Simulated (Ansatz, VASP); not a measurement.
## Two plane-wave programs on Pb

```
CELL_PARAMETERS angstrom
0.00000 2.40806 2.53154
2.40806 0.00000 2.53154
2.40806 2.40806 0.00000
ATOMIC_POSITIONS crystal
Pb 0.00000 0.00000 0.00000
```

Change from the starting cell: strain -0.025 along x and y, +0.025 along z, atoms carried along.

Alike in both runs: task single point; functional PBEsol; k mesh 16 × 16 × 16; occupations gaussian, width 0.15 eV; no spin polarisation.

```csv
,VASP,Ansatz
version,VASP 6.6.1,Ansatz 0.2.0
potentials or method,"VASP PAW PBE potentials, release 64 (Pb_d), cutoff 520 eV","scalar-relativistic, plane waves, PAW"
valence electrons in the cell,14,14
```

```tsv
	VASP	Ansatz	Ansatz less VASP
gap on the k mesh at the Fermi level (eV)	none	none	-
pressure (GPa)	1.0	1.1	+0.09
traceless stress, the component that is largest in VASP (GPa)	-0.67	-0.67	0.000
```

VASP's potentials were made for PBE, not for PBEsol. A gap of «none» marks a metal or a gap that the smearing closes.

Neither program's run includes spin-orbit coupling.
